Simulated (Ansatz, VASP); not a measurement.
## N: VASP beside Ansatz

```
N
1.0
     3.13154    0.00000    0.00000
     0.00000    3.13154    0.00000
     0.00000    0.00000    3.13154
N
4
Direct
  0.12500 0.12500 0.12500
  0.37500 0.87500 0.62500
  0.62500 0.37500 0.87500
  0.87500 0.62500 0.37500
```

Alike in both runs: functional PBE; k mesh 8 × 8 × 8; occupations gaussian, width 0.1 eV; no spin polarisation.

Ansatz relaxed the structure, and its values are those at the end. VASP's run is a single point on that final structure, the one shown.

|  | VASP | Ansatz |
| --- | --- | --- |
| version | VASP 6.6.1 | Ansatz 0.2.0 |
| potentials or method | VASP PAW PBE potentials, release 64 (N), cutoff 520 eV | scalar-relativistic, plane waves, PAW |
| valence electrons in the cell | 20 | 20 |

VASP gave:

* gap on the k mesh at the Fermi level (eV): none
* pressure (GPa): 0.1

Task: What did Ansatz give for the same quantities?

Result: gap on the k mesh at the Fermi level (eV): none; pressure (GPa): 0.0.

A gap of «none» marks a metal or a gap that the smearing closes. The functional is the same, so the differences come from potentials, cutoffs and numerics.
